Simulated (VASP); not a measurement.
# ZrBrF (P4/mmm) in VASP: relaxation of cell and atoms with PBE

Aim: the relaxation of cell and atoms of ZrBrF with PBE.

All numbers are computed with VASP 6.6.1; they aren't measurements. Logs are shortened: lines on timing, memory, paths and dates and some standing lists are left out, and cuts for length are marked.

## Step 1: The cell of the first run

It takes space group P4/mmm (No. 123, tetragonal). The conventional cell has a = 4.180 Å, b = 4.180 Å, c = 3.925 Å, α = 90.00°, β = 90.00°, γ = 90.00°. Within 2.6 Å of Zr (site symmetry 4/mmm) lie 2 Br at 1.96 Å. Br (site symmetry 4/mmm) has 2 Zr at 1.96 Å within 2.6 Å. Within 4.0 Å of F (site symmetry 4/mmm) lie 4 Br at 2.96 Å and 8 Zr at 3.55 Å and 2 F at 3.92 Å.

The cell was built from a structure type or drawn by symmetry, and may not be a known phase.

## Step 2: Relaxation of cell and atoms, PBE

The input, INCAR:

```
ALGO = Normal ; EDIFF = 1E-7
EDIFFG = -0.04 ; ENCUT = 910
GGA = PE ; GGA_COMPAT = F
IBRION = 2 ; ISIF = 3
ISMEAR = 0 ; LASPH = T
LCHARG = F ; LREAL = F
LWAVE = F ; NELM = 120
NELMIN = 4 ; NSW = 90
PREC = Accurate ; SIGMA = 0.1
```

The input, KPOINTS:

```
k-points
0
Gamma
  4 4 4
```

The input, POSCAR:

```
ZrBrF
1.0
    4.1797214600      0.0000000000      0.0000000000
    0.0000000000      4.1797214600      0.0000000000
    0.0000000000      0.0000000000      3.9247643100
Zr Br F
1 1 1
Direct
    0.0000000000      0.0000000000      0.0000000000
    0.0000000000      0.0000000000      0.5000000000
    0.5000000000      0.5000000000      0.5000000000
```

Potentials or basis: VASP PAW PBE potentials, release 64 (Zr_sv, Br, F_h).

Command:

```
> cat potpaw_PBE.64/Zr_sv/POTCAR potpaw_PBE.64/Br/POTCAR potpaw_PBE.64/F_h/POTCAR > POTCAR
> mpirun -np 1 vasp_std > vasp.out
```

OUTCAR:

```text
EDIFF = 1E-7
   EDIFFG = -0.04
   ENCUT = 910
   GGA = PE
   IBRION = 2
   ISIF = 3
   ISMEAR = 0
   LASPH = T
   LREAL = F
   NELM = 120
   NELMIN = 4
   NSW = 90
   PREC = Accurate

 ion  position               nearest neighbor table
   1  0.000  0.000  0.000-   2 1.96   2 1.96
   2  0.000  0.000  0.500-   1 1.96   1 1.96
   3  0.500  0.500  0.500-

  LATTYP: Found a simple tetragonal cell.
 ALAT       =     4.1797214600
 C/A-ratio  =     0.9390014018

  Lattice vectors:

 A1 = (   4.1797214600,   0.0000000000,   0.0000000000)
 A2 = (   0.0000000000,   4.1797214600,   0.0000000000)
 A3 = (   0.0000000000,   0.0000000000,   3.9247643100)

Analysis of symmetry for initial positions (statically):
=====================================================================
 Subroutine PRICEL returns:
 Original cell was already a primitive cell.

 Routine SETGRP: Setting up the symmetry group for a
 simple tetragonal supercell.

 Subroutine GETGRP returns: Found 16 space group operations
 (whereof 16 operations were pure point group operations)
 out of a pool of 16 trial point group operations.

The static configuration has the point symmetry D_4h.

Analysis of symmetry for dynamics (positions and initial velocities):
=====================================================================
 Subroutine PRICEL returns:
 Original cell was already a primitive cell.

 Routine SETGRP: Setting up the symmetry group for a
 simple tetragonal supercell.

 Subroutine GETGRP returns: Found 16 space group operations
 (whereof 16 operations were pure point group operations)
 out of a pool of 16 trial point group operations.

The dynamic configuration has the point symmetry D_4h.

 Subroutine INISYM returns: Found 16 space group operations
 (whereof 16 operations are pure point group operations),
 and found     1 'primitive' translations

----------------------------------------------------------------------------------------

                                     Primitive cell

  volume of cell :      68.5659

  direct lattice vectors                    reciprocal lattice vectors
     4.179721460  0.000000000  0.000000000     0.239250393  0.000000000  0.000000000
     0.000000000  4.179721460  0.000000000     0.000000000  0.239250393  0.000000000
     0.000000000  0.000000000  3.924764310     0.000000000  0.000000000  0.254792370

  length of vectors
     4.179721460  4.179721460  3.924764310     0.239250393  0.239250393  0.254792370

  position of ions in fractional coordinates (direct lattice)
     0.000000000  0.000000000  0.000000000
     0.000000000  0.000000000  0.500000000
     0.500000000  0.500000000  0.500000000

  ion indices of the primitive-cell ions
   primitive index   ion index
                 1           1
                 2           2
                 3           3

----------------------------------------------------------------------------------------

 KPOINTS: k-points

Automatic generation of k-mesh.
 Grid dimensions read from file:
 generate k-points for:    4    4    4

 Generating k-lattice:

  Cartesian coordinates                     Fractional coordinates (reciprocal lattice)
     0.059812598  0.000000000  0.000000000     0.250000000  0.000000000  0.000000000
     0.000000000  0.059812598  0.000000000     0.000000000  0.250000000  0.000000000
     0.000000000  0.000000000  0.063698092     0.000000000  0.000000000  0.250000000

  Length of vectors
     0.059812598  0.059812598  0.063698092

  Shift w.r.t. Gamma in fractional coordinates (k-lattice)
     0.000000000  0.000000000  0.000000000

 Subroutine IBZKPT returns following result:
 ===========================================

 Found     18 irreducible k-points:

 Following reciprocal coordinates:
            Coordinates               Weight
  0.000000  0.000000  0.000000      1.000000
  0.250000  0.000000  0.000000      4.000000
  0.500000  0.000000  0.000000      2.000000
  0.250000  0.250000  0.000000      4.000000
  0.500000  0.250000  0.000000      4.000000
  0.500000  0.500000  0.000000      1.000000
[... 10 lines left out ...]
  0.500000  0.250000  0.500000      4.000000
  0.500000  0.500000  0.500000      1.000000
   k-points           NKPTS =     18   k-points in BZ     NKDIM =     18   number of bands    NBANDS=     17
   number of dos      NEDOS =    301   number of ions     NIONS =      3
   total plane-waves  NPLWV =  70560
   dimension x,y,z NGX =    42 NGY =   42 NGZ =   40
   dimension x,y,z NGXF=    84 NGYF=   84 NGZF=   80
   ions per type =               1   1   1
   NGX,Y,Z   is equivalent  to a cutoff of  16.71, 16.71, 16.94 a.u.
   NGXF,Y,Z  is equivalent  to a cutoff of  33.41, 33.41, 33.89 a.u.
 SYSTEM =  unknown system
   PREC   = accura    normal or accurate (medium, high low for compatibility)
   ISTART =      0    job   : 0-new  1-cont  2-samecut
   ICHARG =      2    charge: 1-file 2-atom 10-const
   ISPIN  =      1    spin polarized calculation?
   LNONCOLLINEAR =      F non collinear calculations
   LSORBIT =      F    spin-orbit coupling
   LASPH  =      T    aspherical Exc in radial PAW
   ENCUT  =  910.0 eV  66.88 Ry    8.18 a.u.  10.28 10.28  9.65*2*pi/ulx,y,z
   NELM   =    120;   NELMIN=  4; NELMDL= -5     # of ELM steps
   EDIFF  = 0.1E-06   stopping-criterion for ELM
   LREAL  =      F    real-space projection
   EDIFFG = -.4E-01   stopping-criterion for IOM
   NSW    =     90    number of steps for IOM
   IBRION =      2    ionic relax: 0-MD 1-quasi-New 2-CG
   NFREE  =      1    steps in history (QN), initial steepest desc. (CG)
   ISIF   =      3    stress and relaxation
   ISYM   =      2    0-nonsym 1-usesym 2-fastsym
   POTIM  = 0.5000    time-step for ionic-motion
   TEBEG  =    0.0;   TEEND  =   0.0 temperature during run
   PSTRESS=    0.0 pullay stress
   NELECT =      26.0000    total number of electrons
   NUPDOWN=      -1.0000    fix difference up-down
   EMIN   =  10.00;   EMAX   =-10.00  energy-range for DOS
   EFERMI =   0.00;   METHOD = LEGACY
   ISMEAR =     0;   SIGMA  =   0.10  broadening in eV -4-tet -1-fermi 0-gaus
   EFERMI_NEDOS =   21; number of points for ismear=-14 and -15
   IALGO  =     38    algorithm
   IMIX   =      4    mixing-type and parameters
     AMIX     =   0.40;   BMIX     =  1.00
     AMIX_MAG =   1.60;   BMIX_MAG =  1.00
  volume/ion in A,a.u.               =      22.86       154.24
  Fermi-wavevector in a.u.,A,eV,Ry     =   1.184940  2.239213 19.103721  1.404084
  Thomas-Fermi vector in A             =   2.321144
   LORBIT       =      0    0 simple, 1 ext, 2 COOP (PROOUT), +10 PAW based schemes
   GGA     = PE    functional components
   LHFCALC =     F    Hartree Fock is set to
   AEXX    =    0.0000 exact exchange contribution
   IVDW    =     0    specifies the selected vdW correction
   LEPSILON=     F    determine dielectric tensor
   LRPA    =     F    only Hartree local field effects (RPA)
 conjugate gradient relaxation of ions
 non-spin polarized calculation
 Gauss-broadening in eV      SIGMA  =   0.10
  energy-cutoff  :      910.00
  volume of cell :       68.57
 maximum number of plane-waves:      4316
 NGX is ok and might be reduce to    42
   NGX = 21   NGY = 21   NGZ = 19

--------------------------------------- Ionic step        1  -------------------------------------------

 number of electron      25.9999998 magnetization

 Free energy of the ion-electron system (eV)
  ---------------------------------------------------
  ext. energy  EPLUGINS =         0.00000000
  ---------------------------------------------------
  free energy    TOTEN  =        -4.77343390 eV

  energy without entropy =       -4.76513233  energy(sigma->0) =       -4.76928312

------------------------ aborting loop because EDIFF is reached ----------------------------------------

  FORCE on cell =-STRESS in cart. coord.  units (eV):
  Direction    XX          YY          ZZ          XY          YZ          ZX
  --------------------------------------------------------------------------------------
  -------------------------------------------------------------------------------------
  Total       -1.7438315     -1.7438315     81.2204728      0.0000000     -0.0000000      0.0000000
  in kB      -40.7480507    -40.7480507   1897.8759912      0.0000000     -0.0000000      0.0000000
  external PRESSURE =     605.4599632 kB  Pullay stress =       0.0000000 kB
[... 22 lines left out ...]
  energy  without entropy=       -4.7651323304  energy(sigma->0) =       -4.76928312

--------------------------------------- Ionic step        2  -------------------------------------------

 number of electron      26.0000087 magnetization

 E-fermi :  -0.8987     XC(G=0):  -6.3611

 val. band max:       -0.9141352181   @ k =   0.5000   0.2500   0.5000
 cond. band min:      -0.8976245676   @ k =   0.5000   0.5000   0.0000
 fundamental gap:      0.0165106505
 Fermi energy:        -0.8986614909

 k-point     1 :       0.0000    0.0000    0.0000
  band No.  band energies     occupation
      1     -51.6954      2.00000
      2     -29.9335      2.00000
      3     -29.4383      2.00000
      4     -29.4383      2.00000
      5     -26.8612      2.00000
      6     -13.8780      2.00000
[... 9 lines left out ...]
     16      -0.2294      0.00000
     17      -0.2294      0.00000
[... 405 lines left out ...]
  FREE ENERGIE OF THE ION-ELECTRON SYSTEM (eV)
  ---------------------------------------------------
  free  energy   TOTEN  =        -9.8730284009 eV

  energy  without entropy=       -9.8324905230  energy(sigma->0) =       -9.85275946

[... ionic steps 4 to 11 ...]

--------------------------------------- Ionic step       12  -------------------------------------------

 number of electron      26.0000006 magnetization

------------------------ aborting loop because EDIFF is reached ----------------------------------------

  FORCE on cell =-STRESS in cart. coord.  units (eV):
  Direction    XX          YY          ZZ          XY          YZ          ZX
  --------------------------------------------------------------------------------------
  -------------------------------------------------------------------------------------
  Total        0.0064046      0.0064046      1.4195608      0.0000000     -0.0000000     -0.0000000
  in kB        0.1427572      0.1427572     31.6415452      0.0000000     -0.0000000     -0.0000000
  external PRESSURE =      10.6423532 kB  Pullay stress =       0.0000000 kB
[... 59 lines left out ...]
  energy  without entropy=      -12.2776005444  energy(sigma->0) =      -12.29113561

--------------------------------------- Ionic step       14  -------------------------------------------

 number of electron      26.0000008 magnetization

 Free energy of the ion-electron system (eV)
  ---------------------------------------------------
  ext. energy  EPLUGINS =         0.00000000
  ---------------------------------------------------
  free energy    TOTEN  =       -12.33405206 eV

  energy without entropy =      -12.30742385  energy(sigma->0) =      -12.32073795

 E-fermi :   3.6133     XC(G=0):  -9.0761

 val. band max:        3.6004572511   @ k =   0.2500   0.0000   0.0000
 cond. band min:       3.6454882204   @ k =   0.2500   0.2500   0.5000
 fundamental gap:      0.0450309693
 Fermi energy:         3.6133099414

 k-point     1 :       0.0000    0.0000    0.0000
  band No.  band energies     occupation
      1     -46.7443      2.00000
      2     -24.8532      2.00000
      3     -24.6781      2.00000
      4     -24.6781      2.00000
      5     -17.1179      2.00000
      6     -12.5602      2.00000
[... 9 lines left out ...]
     16       4.2159      0.00000
     17       6.0285      0.00000
[... 368 lines left out ...]
  FREE ENERGIE OF THE ION-ELECTRON SYSTEM (eV)
  ---------------------------------------------------
  free  energy   TOTEN  =       -12.3340520551 eV

  energy  without entropy=      -12.3074238513  energy(sigma->0) =      -12.32073795

 reached required accuracy - stopping structural energy minimisation
```

It took 6.7 min on 1 thread of Intel Xeon 6975P-C (Granite Rapids), shared host; peak memory 0.31 GiB.

Results:

```yaml
Free_energy: -12.3341 eV
Relaxed_volume: 24.08 Å³/atom
Relaxed_cell: a = 3.835 Å, b = 3.835 Å, c = 4.910 Å, α = 90.00°, β = 90.00°, γ = 90.00°
Space_group_after_relaxing_to_0.1_Å: P4/mmm (No. 123)
Pressure_after_relaxing: 0.0 GPa
Band_gap_on_the_k_mesh: zero (bands 13 and 14 overlap by 0.89 eV)
```

Final structure:
```
Zr Br F
1.0
     3.83532    0.00000    0.00000
     0.00000    3.83532    0.00000
     0.00000    0.00000    4.91027
Zr Br F
1 1 1
Direct
  0.00000 0.00000 0.00000
  0.00000 0.00000 0.50000
  0.50000 0.50000 0.50000
```

Caveat: the k points lie up to 0.41 Å⁻¹ apart in the final cell, too coarse for converged energies and pressures of a metal; the cutoff is under 1.25 times the usual one of these potentials, so pressure, stress and relaxed cells hold a basis-set (Pulay) error; a cell axis changed by over 15 % at a fixed basis, so the end point is rough.
